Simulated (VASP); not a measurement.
# SbPt (P6_3/mmc) in VASP: a series of runs

Runs on SbPt. Level: PBEsol. Tasks: single point, relaxation of cell and atoms.

All numbers are computed with VASP 6.6.1; they aren't measurements. Logs are shortened: lines on timing, memory, paths and dates and some standing lists are left out, and cuts for length are marked.

### 1 The cell of the first run

The structure is hexagonal, space group P6_3/mmc (No. 194). The conventional cell has a = 4.169 Å, b = 4.169 Å, c = 5.479 Å, α = 90.00°, β = 90.00°, γ = 120.00°. Within 3.7 Å of Sb (site symmetry -6m2) lie 6 Pt at 2.77 Å and 6 Sb at 3.65 Å. Within 3.6 Å of Pt (site symmetry -3m) lie 2 Pt at 2.74 Å and 6 Sb at 2.77 Å.

### 2 Single point, PBEsol

The input, INCAR:

```
SYSTEM = SbPt
ALGO = Normal
EDIFF = 1E-6
ENCUT = 520
GGA = PS
ISIF = 2
ISMEAR = -1
LASPH = .True.
LCHARG = .False.
LREAL = .False.
LWAVE = .False.
NBANDS = 23
NELM = 60
PREC = Accurate
SIGMA = 0.1
```

The input, KPOINTS:

```
k-points
0
Gamma
  8 8 6
  0 0 0
```

The input, POSCAR:

```
SbPt
1.0
    4.1694279776      0.0000000000      0.0000000000
   -2.0847139888      3.6108305479      0.0000000000
    0.0000000000      0.0000000000      5.4789156746
Sb Pt
2 2
Direct
    0.3333333333      0.6666666667      0.2500000000
    0.6666666667      0.3333333333      0.7500000000
    0.0000000000      0.0000000000      0.0000000000
    0.0000000000      0.0000000000      0.5000000000
```

Potentials or basis: VASP PAW PBE potentials, release 64 (Sb, Pt).

Launch:

```bash
$ cat potpaw_PBE.64/Sb/POTCAR potpaw_PBE.64/Pt/POTCAR > POTCAR
$ mpirun -np 1 vasp_std > vasp.out
```

OUTCAR:

```text
SYSTEM = SbPt
   EDIFF = 1E-6
   ENCUT = 520
   GGA = PS
   ISIF = 2
   ISMEAR = -1
   LASPH = .True.
   LREAL = .False.
   NELM = 60
   PREC = Accurate

 ion  position               nearest neighbor table
   1  0.333  0.667  0.250-   3 2.77   4 2.77   3 2.77   4 2.77   3 2.77   4 2.77   2 3.65   2 3.65
                             2 3.65   2 3.65   2 3.65   2 3.65
   2  0.667  0.333  0.750-   3 2.77   4 2.77   3 2.77   4 2.77   3 2.77   4 2.77   1 3.65   1 3.65
                             1 3.65   1 3.65   1 3.65   1 3.65
   3  0.000  0.000  0.000-   4 2.74   4 2.74   1 2.77   2 2.77   2 2.77   1 2.77   2 2.77   1 2.77

   4  0.000  0.000  0.500-   3 2.74   3 2.74   1 2.77   2 2.77   2 2.77   1 2.77   2 2.77   1 2.77

  LATTYP: Found a hexagonal cell.
 ALAT       =     4.1694279776
 C/A-ratio  =     1.3140689092

  Lattice vectors:

 A1 = (   4.1694279776,   0.0000000000,   0.0000000000)
 A2 = (  -2.0847139888,   3.6108305479,   0.0000000000)
 A3 = (   0.0000000000,   0.0000000000,   5.4789156746)

Analysis of symmetry for initial positions (statically):
=====================================================================
 Subroutine PRICEL returns:
 Original cell was already a primitive cell.

 Routine SETGRP: Setting up the symmetry group for a
 hexagonal supercell.

 Subroutine GETGRP returns: Found 24 space group operations
 (whereof 12 operations were pure point group operations)
 out of a pool of 24 trial point group operations.

The static configuration has the point symmetry D_3d.
 The point group associated with its full space group is D_6h.

Analysis of symmetry for dynamics (positions and initial velocities):
=====================================================================
 Subroutine PRICEL returns:
 Original cell was already a primitive cell.

 Routine SETGRP: Setting up the symmetry group for a
 hexagonal supercell.

 Subroutine GETGRP returns: Found 24 space group operations
 (whereof 12 operations were pure point group operations)
 out of a pool of 24 trial point group operations.

The dynamic configuration has the point symmetry D_3d.
 The point group associated with its full space group is D_6h.

 Subroutine INISYM returns: Found 24 space group operations
 (whereof 12 operations are pure point group operations),
 and found     1 'primitive' translations

----------------------------------------------------------------------------------------

                                     Primitive cell
[... 94 lines left out ...]
   NELM   =     60;   NELMIN=  2; NELMDL= -5     # of ELM steps
   EDIFF  = 0.1E-05   stopping-criterion for ELM
   LREAL  =      F    real-space projection
   EDIFFG = 0.1E-04   stopping-criterion for IOM
   NSW    =      0    number of steps for IOM
   IBRION =     -1    ionic relax: 0-MD 1-quasi-New 2-CG
   NFREE  =      0    steps in history (QN), initial steepest desc. (CG)
   ISIF   =      2    stress and relaxation
   ISYM   =      2    0-nonsym 1-usesym 2-fastsym
   POTIM  = 0.5000    time-step for ionic-motion
   TEBEG  =    0.0;   TEEND  =   0.0 temperature during run
   PSTRESS=    0.0 pullay stress
   NELECT =      30.0000    total number of electrons
   NUPDOWN=      -1.0000    fix difference up-down
   EMIN   =  10.00;   EMAX   =-10.00  energy-range for DOS
   EFERMI =   0.00;   METHOD = LEGACY
   ISMEAR =    -1;   SIGMA  =   0.10  broadening in eV -4-tet -1-fermi 0-gaus
   EFERMI_NEDOS =   21; number of points for ismear=-14 and -15
   IALGO  =     38    algorithm
   IMIX   =      4    mixing-type and parameters
     AMIX     =   0.40;   BMIX     =  1.00
     AMIX_MAG =   1.60;   BMIX_MAG =  1.00
  volume/ion in A,a.u.               =      20.62       139.16
  Fermi-wavevector in a.u.,A,eV,Ry     =   1.168573  2.208283 18.579611  1.365563
  Thomas-Fermi vector in A             =   2.305058
   LORBIT       =      0    0 simple, 1 ext, 2 COOP (PROOUT), +10 PAW based schemes
   GGA     = PS    functional components
   LHFCALC =     F    Hartree Fock is set to
   AEXX    =    0.0000 exact exchange contribution
   IVDW    =     0    specifies the selected vdW correction
   LEPSILON=     F    determine dielectric tensor
   LRPA    =     F    only Hartree local field effects (RPA)
 non-spin polarized calculation
  energy-cutoff  :      520.00
  volume of cell :       82.49
 maximum number of plane-waves:      2240
 NGX is ok and might be reduce to    32
   NGX = 15   NGY = 15   NGZ = 21

 number of electron      30.0000004 magnetization

 Free energy of the ion-electron system (eV)
  ---------------------------------------------------
  ext. energy  EPLUGINS =         0.00000000
  ---------------------------------------------------
  free energy    TOTEN  =       -24.77583922 eV

  energy without entropy =      -24.71903712  energy(sigma->0) =      -24.74743817

 E-fermi :   9.7313     XC(G=0): -11.5005

 val. band max:        9.6762394034   @ k =   0.3750   0.1250   0.0000
 cond. band min:       9.7646254797   @ k =   0.1250   0.0000   0.1667
 fundamental gap:      0.0883860763
 Fermi energy:         9.7313486153

 k-point     1 :       0.0000    0.0000    0.0000
  band No.  band energies     occupation
      1      -3.0638      2.00000
      2       0.8111      2.00000
      3       2.8558      2.00000
      4       3.8199      2.00000
      5       3.8199      2.00000
      6       3.8785      2.00000
[... 613 lines left out ...]
     22      17.6858      0.00000
     23      18.0519      0.00000

 [... further k-points ...]

------------------------ aborting loop because EDIFF is reached ----------------------------------------

  FORCE on cell =-STRESS in cart. coord.  units (eV):
  Direction    XX          YY          ZZ          XY          YZ          ZX
  --------------------------------------------------------------------------------------
  -------------------------------------------------------------------------------------
  Total       -0.1187957     -0.1187957     -0.1225122      0.0000000      0.0000000     -0.0000000
  in kB       -2.3074541     -2.3074541     -2.3796435      0.0000000      0.0000000     -0.0000000
  external PRESSURE =      -2.3315172 kB  Pullay stress =       0.0000000 kB

 VOLUME and BASIS-vectors are now :
 -----------------------------------------------------------------------------
  energy-cutoff  :      520.00
  volume of cell :       82.49
      direct lattice vectors                 reciprocal lattice vectors
     4.169427978  0.000000000  0.000000000     0.239841054  0.138472297  0.000000000
    -2.084713989  3.610830548  0.000000000     0.000000000  0.276944594  0.000000000
     0.000000000  0.000000000  5.478915675     0.000000000  0.000000000  0.182517867

 POSITION                                       TOTAL-FORCE (eV/Angst)
 -----------------------------------------------------------------------------------
     -0.00000      2.40722      1.36973         0.000000      0.000000      0.000000
      2.08471      1.20361      4.10919        -0.000000      0.000000      0.000000
      0.00000      0.00000      0.00000        -0.000000     -0.000000      0.000000
      0.00000      0.00000      2.73946        -0.000000     -0.000000      0.000000
 -----------------------------------------------------------------------------------
    total drift:                               -0.000000      0.000000      0.000000

  FREE ENERGIE OF THE ION-ELECTRON SYSTEM (eV)
  ---------------------------------------------------
  free  energy   TOTEN  =       -24.7758392250 eV

  energy  without entropy=      -24.7190371175  energy(sigma->0) =      -24.74743817
```

OSZICAR:

```text
N       E                     dE             d eps       ncg     rms          rms(c)
DAV:   1     0.162910841041E+03    0.16291E+03   -0.12484E+04  1848   0.114E+03
DAV:   2    -0.184613374283E+02   -0.18137E+03   -0.16907E+03  2158   0.229E+02
DAV:   3    -0.253517394913E+02   -0.68904E+01   -0.67418E+01  2232   0.466E+01
DAV:   4    -0.254307127934E+02   -0.78973E-01   -0.78907E-01  2029   0.547E+00
DAV:   5    -0.254318774438E+02   -0.11647E-02   -0.11646E-02  2261   0.707E-01    0.133E+01
DAV:   6    -0.249156373177E+02    0.51624E+00   -0.19382E+00  2036   0.105E+01    0.671E+00
DAV:   7    -0.248083738914E+02    0.10726E+00   -0.22199E-01  1889   0.369E+00    0.356E+00
DAV:   8    -0.247762977056E+02    0.32076E-01   -0.81146E-02  2141   0.199E+00    0.355E-01
DAV:   9    -0.247759781772E+02    0.31953E-03   -0.20356E-03  2043   0.276E-01    0.219E-01
DAV:  10    -0.247758435218E+02    0.13466E-03   -0.81027E-04  2015   0.165E-01    0.401E-02
DAV:  11    -0.247758382679E+02    0.52539E-05   -0.24092E-05  2246   0.345E-02    0.175E-02
DAV:  12    -0.247758399131E+02   -0.16452E-05   -0.27205E-06  1979   0.993E-03    0.804E-03
DAV:  13    -0.247758392250E+02    0.68813E-06   -0.25007E-07  1256   0.309E-03
   1 F= -.24775839E+02 E0= -.24747438E+02  d E =-.568021E-01
```

Run time: 25 s. Hardware: 1 thread of Intel Xeon 6975P-C (Granite Rapids), shared host; peak memory 0.24 GiB.

What came out:

- Free energy: -24.7758 eV
- Pressure: -0.2 GPa
- Band gap on the k mesh: zero (bands 15 and 16 overlap by 3.77 eV)

Caveat: the PAW data sets were made with another functional, which shifts forces and pressure a little; spin-orbit coupling is left out, which moves the levels of the heavy elements.

### 3 Single point, PBEsol

The input, INCAR:

```
SYSTEM = SbPt
PREC = Accurate
ENCUT = 520
EDIFF = 1E-6
ISMEAR = -1
SIGMA = 0.1
LREAL = .FALSE.
LASPH = .TRUE.
NELM = 80
ALGO = Normal
ISIF = 2
LWAVE = .FALSE.
LCHARG = .FALSE.
GGA = PS
NBANDS = 23
```

The input, KPOINTS:

```
regular mesh
0
G
  10 10 8
  0 0 0
```

The input, POSCAR:

```
SbPt
1.0
    4.1707138695      0.0000000000      0.0000000000
   -2.0853569348      3.6119441629      0.0000000000
    0.0000000000      0.0000000000      5.4718126669
Sb Pt
2 2
Direct
    0.3333333333      0.6666666667      0.2500000000
    0.6666666667      0.3333333333      0.7500000000
    0.0000000000      0.0000000000      0.0000000000
    0.0000000000      0.0000000000      0.5000000000
```

Potentials or basis: VASP PAW PBE potentials, release 64 (Sb, Pt).

Launch:

```bash
$ cat potpaw_PBE.64/Sb/POTCAR potpaw_PBE.64/Pt/POTCAR > POTCAR
$ mpirun -np 1 vasp_std > vasp.out
```

Run time: 41 s. Hardware: 1 thread of Intel Xeon 6975P-C (Granite Rapids), shared host; peak memory 0.27 GiB.

The run converged. Its results:

```yaml
Free_energy: -24.7742 eV
Pressure: -0.2 GPa
Band_gap_on_the_k_mesh: zero (bands 15 and 16 overlap by 3.89 eV)
```

Levels at points of the mesh, in eV from the Fermi level:
| k point | band 11 | band 12 | band 13 | band 14 | band 15 | band 16 | band 17 | band 18 | band 19 | band 20 |
| --- | --- | --- | --- | --- | --- | --- | --- | --- | --- | --- |
| (0.00, 0.00, 0.00) | -2.05 | -2.05 | -0.09 | -0.09 | 0.83 | 2.35 | 2.36 | 3.53 | 3.53 | 3.53 |
| (0.50, 0.00, 0.00) | -3.02 | -2.91 | -2.65 | -2.20 | -2.04 | -0.66 | 1.97 | 4.20 | 4.31 | 4.33 |
| (0.00, 0.00, 0.50) | -3.56 | -3.56 | -1.19 | -1.19 | 2.33 | 2.33 | 2.33 | 2.33 | 5.22 | 5.22 |
| (0.50, 0.00, 0.50) | -3.15 | -3.15 | -3.01 | -3.01 | 0.37 | 0.37 | 1.69 | 1.69 | 3.99 | 3.99 |

Caveat: the PAW data sets were made with another functional, which shifts forces and pressure a little; spin-orbit coupling is left out, which moves the levels of the heavy elements.

### 4 Relaxation of cell and atoms, PBEsol

This run uses another cell than the first one, of 20.10 Å³/atom.

The input, INCAR:

```
SYSTEM = SbPt
PREC     = Accurate       ! precision mode
ENCUT    = 600            ! plane-wave cutoff, eV
EDIFF    = 1E-6           ! SCF threshold, eV
ISMEAR   = -1             ! smearing method
SIGMA    = 0.1            ! smearing width, eV
LREAL    = .False.        ! projectors in reciprocal space
LASPH    = .True.         ! aspherical terms in the spheres
NELM     = 60             ! most SCF steps
ALGO     = Normal         ! electronic algorithm
ISIF     = 3              ! what is computed and relaxed
LWAVE    = .False.        ! write WAVECAR
LCHARG   = .False.        ! write CHGCAR
GGA      = PS             ! functional
IBRION   = 2              ! ionic algorithm
NSW      = 100            ! ionic steps
EDIFFG   = -0.002         ! ionic threshold
```

The input, KPOINTS:

```
Automatic mesh
0
Gamma
  10 10 8
  0 0 0
```

The input, POSCAR:

```
SbPt
1.0
    4.1200000000      0.0000000000      0.0000000000
   -2.0600000000      3.5680246636      0.0000000000
    0.0000000000      0.0000000000      5.4700000000
Sb Pt
2 2
Direct
    0.3333333333      0.6666666667      0.2500000000
    0.6666666667      0.3333333333      0.7500000000
    0.0000000000      0.0000000000      0.0000000000
    0.0000000000      0.0000000000      0.5000000000
```

Launch:

```bash
$ cat potpaw_PBE.64/Sb/POTCAR potpaw_PBE.64/Pt/POTCAR > POTCAR
$ mpirun -np 1 vasp_std > vasp.out
```

Wall time 4.8 min (1 thread of Intel Xeon 6975P-C (Granite Rapids), shared host); peak memory 0.33 GiB.

Results (log left out):

| Property | Result |
| --- | --- |
| Free energy | -24.7738 eV |
| Relaxed volume | 20.58 Å³/atom |
| Relaxed cell | a = 4.169 Å, b = 4.169 Å, c = 5.470 Å, α = 90.00°, β = 90.00°, γ = 120.00° |
| Space group after relaxing (to 0.1 Å) | P6_3/mmc (No. 194) |
| Energy gained by relaxing | 5.5 meV/atom |
| Ionic steps | 14 |
| Pressure after relaxing | 0.0 GPa |
| Band gap on the k mesh | zero (bands 15 and 16 overlap by 3.89 eV) |

The path:
| step | energy change (eV) | largest force (eV/Å) | pressure (GPa) | volume (Å³) |
| --- | --- | --- | --- | --- |
| 1 | 0.0000 | 0.0000 | 3.40 | 80.41 |
| 2 | 0.0304 | 0.0000 | -4.98 | 85.48 |
| 3 | -0.0200 | 0.0000 | -0.09 | 82.32 |
| 4 | -0.0217 | 0.0000 | -0.06 | 82.32 |
| 5 | -0.0218 | 0.0000 | -0.03 | 82.32 |
| 6 | -0.0218 | 0.0000 | -0.03 | 82.32 |
| 7 | -0.0218 | 0.0000 | -0.04 | 82.32 |
| 8 | -0.0218 | 0.0000 | -0.03 | 82.32 |
| 9 | -0.0218 | 0.0000 | 0.03 | 82.27 |
| 10 | -0.0218 | 0.0000 | 0.03 | 82.30 |
| 11 | -0.0218 | 0.0000 | 0.00 | 82.31 |
| 12 | -0.0218 | 0.0000 | -0.01 | 82.31 |
| 13 | -0.0218 | 0.0000 | 0.00 | 82.31 |
| 14 | -0.0218 | 0.0000 | -0.01 | 82.31 |

Final structure:
```xyz
4
Lattice="4.1686 0.0000 0.0000 -2.0843 3.6101 0.0000 0.0000 0.0000 5.4695" Properties=species:S:1:pos:R:3 pbc="T T T"
Sb    0.0000    2.4067    1.3674
Sb    2.0843    1.2034    4.1021
Pt    0.0000    0.0000    0.0000
Pt    0.0000    0.0000    2.7348
```

Levels at points of the mesh, in eV from the Fermi level:
```
           k point  band 12  band 13  band 14  band 15  band 16  band 17  band 18  band 19
(0.00, 0.00, 0.00)    -2.06    -0.09    -0.09     0.83     2.35     2.37     3.54     3.55
(0.50, 0.00, 0.00)    -2.92    -2.65    -2.21    -2.04    -0.66     1.97     4.20     4.31
(0.00, 0.00, 0.50)    -3.57    -1.19    -1.19     2.33     2.33     2.33     2.33     5.23
(0.50, 0.00, 0.50)    -3.15    -3.02    -3.02     0.37     0.37     1.69     1.69     3.99
```

Caveat: the PAW data sets were made with another functional, which shifts forces and pressure a little; spin-orbit coupling is left out, which moves the levels of the heavy elements.

### 5 Summary

```csv
task,cell,k mesh,cutoff (eV),gap on the mesh (eV),pressure (GPa)
single point,"a = 4.169, b = 4.169, c = 5.479 Å, angles 90.0, 90.0, 120.0°, 4 atoms",8 × 8 × 6,520,none,-0.2
single point,"a = 4.171, b = 4.171, c = 5.472 Å, angles 90.0, 90.0, 120.0°, 4 atoms",10 × 10 × 8,520,none,-0.2
relaxation of cell and atoms,"relaxed from a = 4.120, b = 4.120, c = 5.470 Å, angles 90.0, 90.0, 120.0°, 4 atoms",10 × 10 × 8,600,none,0.0
```

Alike in all rows: level PBEsol; potentials or basis VASP PAW PBE potentials, release 64 (Sb, Pt); no spin polarisation; smearing fermi-dirac 0.1 eV.

Caveats: the PAW data sets were made with another functional, which shifts forces and pressure a little; spin-orbit coupling is left out, which moves the levels of the heavy elements.

Total energies depend on the potentials used, so only differences within one code and one set of settings carry meaning.

The gap in the log of VASP goes by the Fermi energy; the results here count the filled bands.